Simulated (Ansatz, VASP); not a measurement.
# One calculation of LiF, two programs

File POSCAR:

```
LiF
1.0
    2.5162584446      0.0000000000      0.0000000000
    0.0000000000      2.5162584446      0.0000000000
    0.0000000000      0.0000000000      2.5162584446
Li F
1 1
Direct
    0.0000000000      0.0000000000      0.0000000000
    0.5000000000      0.5000000000      0.5000000000
```

The input INCAR.step1:

```
SYSTEM = LiF
PREC = Accurate
ENCUT = 520
ISMEAR = 0
SIGMA = 0.01
LREAL = .FALSE.
LASPH = .TRUE.
NELM = 80
NBANDS = 12
GGA = PE
ALGO = Normal
EDIFF = 1E-4
LWAVE = .TRUE.
LCHARG = .FALSE.
```

File INCAR.step2:

```
SYSTEM = LiF
PREC = Accurate
ENCUT = 520
EDIFF = 1E-6
ISMEAR = 0
SIGMA = 0.01
LREAL = .FALSE.
LASPH = .TRUE.
NELM = 80
ALGO = Normal
ISIF = 2
LWAVE = .FALSE.
LCHARG = .FALSE.
METAGGA = R2SCAN
LMIXTAU = .TRUE.
NBANDS = 12
ISTART = 1
```

File KPOINTS:

```
Automatic mesh
0
G
  8 8 8
  0 0 0
```

Input for Ansatz:

```yaml
crystal:
  lattice:
    - [2.5162584446, 0.0, 0.0]
    - [0.0, 2.5162584446, 0.0]
    - [0.0, 0.0, 2.5162584446]
  atoms:
    - { symbol: Li, position: [0.0, 0.0, 0.0] }
    - { symbol: F, position: [0.5, 0.5, 0.5] }
kpoints:
  mp_grid: { grid: [8, 8, 8] }
hamiltonian:
  xc: r2scan
scf:
  occupations: { method: fixed }
  n_extra_bands: 4
output:
  forces: true
  stress: true
  eigenvalues: true
```

Alike in both runs: task single point; functional r2SCAN; k mesh 8 × 8 × 8; no spin polarisation.

```csv
,VASP,Ansatz
version,VASP 6.6.1,Ansatz 0.2.0
potentials or method,"VASP PAW PBE potentials, release 64 (Li_sv, F)","plane waves, PAW"
plane-wave cutoff (eV),520,500
occupations,"gaussian, width 0.01 eV",fixed
valence electrons in the cell,10,10
```

VASP gave:

* gap on the k mesh at the Fermi level (eV): 9.12

**Question.** Which values does Ansatz return?

**Answer.** gap on the k mesh at the Fermi level (eV): 8.91.

VASP's potentials were made for PBE, not for r2SCAN.

Noted on VASP's run: the cutoff is short for stress, so the pressure is rough.
